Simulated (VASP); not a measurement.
# BiTe: single point with PBEsol

The system is BiTe.

```
CELL_PARAMETERS angstrom
0.00000 3.07726 3.19715
3.31705 0.00000 3.19715
3.31705 3.07726 0.00000
ATOMIC_POSITIONS crystal
Bi 0.00000 0.00000 0.00000
Te 0.50000 0.50000 0.50000
```

This cell differs from its parent crystal: strain +0.0375 x Voigt [1, -1, 0, 0, 0, 0].

| Item | Value |
| --- | --- |
| Program | VASP 6.6.1 |
| Task | single point |
| Functional | PBEsol |
| Potentials or basis | VASP PAW PBE potentials, release 64 (Bi_d, Te) |
| Cutoff | 520 eV |
| k mesh | 16 × 16 × 16 |
| Occupations | gaussian, width 0.15 eV |
| Spin | no spin polarisation |
| Dipole correction | no |
| Further INCAR settings | ALGO = Fast; EDIFF = 1e-06; NBANDS = 18 |

```
Pressure               : 0.6 GPa
Band gap on the k mesh : zero (an odd number of electrons rules out a gap without spin polarisation)
```

Stress tensor (GPa, compression positive):
```
-2.83  0.00  0.00
 0.00  4.38  0.00
 0.00  0.00  0.13
```

Levels at points of the mesh, in eV from the Fermi level:
| k point | band 8 | band 9 | band 10 | band 11 | band 12 | band 13 |
| --- | --- | --- | --- | --- | --- | --- |
| (0.00, 0.00, 0.00) | -3.15 | -2.60 | -2.13 | 1.39 | 2.19 | 3.19 |
| (0.50, 0.00, 0.00) | -2.08 | -1.95 | -1.46 | -1.00 | -0.73 | -0.48 |
| (0.50, 0.50, 0.00) | -5.94 | -4.68 | -3.68 | 2.08 | 2.87 | 4.75 |
| (0.50, 0.00, 0.50) | -6.08 | -4.49 | -4.02 | 1.97 | 3.23 | 4.10 |
| (0.00, 0.50, 0.50) | -5.80 | -4.40 | -3.87 | 2.13 | 3.42 | 4.44 |

Wall time 7.8 min on 1 thread of Oxide Virtual Turin-like Processor, with other jobs on the host, peak memory 0.76 GiB.

Caveat: the cell differs from its parent crystal (strain +0.0375 x Voigt [1, -1, 0, 0, 0, 0]); the stress differs along the axes, from -3 to 4 GPa; the PAW data sets were made with another functional, which shifts forces and pressure a little; spin-orbit coupling is left out, which moves the levels of the heavy elements.
